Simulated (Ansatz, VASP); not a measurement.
# One calculation of GaSb3, two programs

Contents of POSCAR:

```
GaSb3
1.0
    0.0000000000      3.7305950000      3.7305950000
    3.7305950000      0.0000000000      3.7305950000
    3.7305950000      3.7305950000      0.0000000000
Ga Sb
1 3
Direct
    0.0000000000      0.0100000000      0.0000000000
    0.2500000000      0.2500000000      0.2500000000
    0.7500000000      0.7500000000      0.7500000000
    0.5000000000      0.5000000000      0.5000000000
```

Contents of INCAR.step1:

```
SYSTEM = GaSb3
PREC = Accurate
ENCUT = 520
ISMEAR = -1
SIGMA = 0.1
LREAL = .False.
LASPH = .True.
NELM = 100
NBANDS = 22
GGA = PE
ALGO = Normal
EDIFF = 1E-4
LWAVE = .True.
LCHARG = .False.
```

The input INCAR.step2:

```
SYSTEM = GaSb3
PREC = Accurate
ENCUT = 520
EDIFF = 1E-6
ISMEAR = -1
SIGMA = 0.1
LREAL = .False.
LASPH = .True.
NELM = 100
ALGO = Normal
ISIF = 2
LWAVE = .False.
LCHARG = .False.
METAGGA = R2SCAN
LMIXTAU = .True.
NBANDS = 22
ISTART = 1
```

File KPOINTS:

```
Automatic mesh
0
Gamma
  4 4 4
  0 0 0
```

Input for Ansatz:

```yaml
crystal:
  lattice:
    - [0.0, 3.730595, 3.730595]
    - [3.730595, 0.0, 3.730595]
    - [3.730595, 3.730595, 0.0]
  atoms:
    - { symbol: Ga, position: [0.0, 0.01, 0.0] }
    - { symbol: Sb, position: [0.25, 0.25, 0.25] }
    - { symbol: Sb, position: [0.75, 0.75, 0.75] }
    - { symbol: Sb, position: [0.5, 0.5, 0.5] }
kpoints:
  mp_grid:
    grid: [4, 4, 4]
hamiltonian:
  xc: r2scan
  pseudopotentials:
    kind: paw
scf:
  occupations:
    method: fermi_dirac
    width: 0.1
output:
  forces: true
```

Alike in both runs: task single point; functional r2SCAN; k mesh 4 × 4 × 4; occupations fermi-dirac, width 0.1 eV; no spin polarisation.

```csv
,VASP,Ansatz
version,VASP 6.6.1,Ansatz 0.2.0
potentials or method,"VASP PAW PBE potentials, release 64 (Ga_d, Sb)","plane waves, PAW"
plane-wave cutoff (eV),520,500
valence electrons in the cell,28,58
```

|  | VASP | Ansatz | Ansatz less VASP |
| --- | --- | --- | --- |
| gap on the k mesh at the Fermi level (eV) | none | none | - |
| rms of the force components (eV/Å) | 0.009 | 0.009 | +0.0007 |

VASP's potentials were made for PBE, not for r2SCAN. Atom by atom the forces differ by 0.001 eV/Å (rms over components). A gap of «none» marks a metal or a gap that the smearing closes. VASP's potentials hold 28 valence electrons a cell and Ansatz's 58, so a difference there can come from the potentials and not from the codes.

The k mesh is coarse, so the values compare programs but aren't converged. Spin-orbit coupling is off throughout.
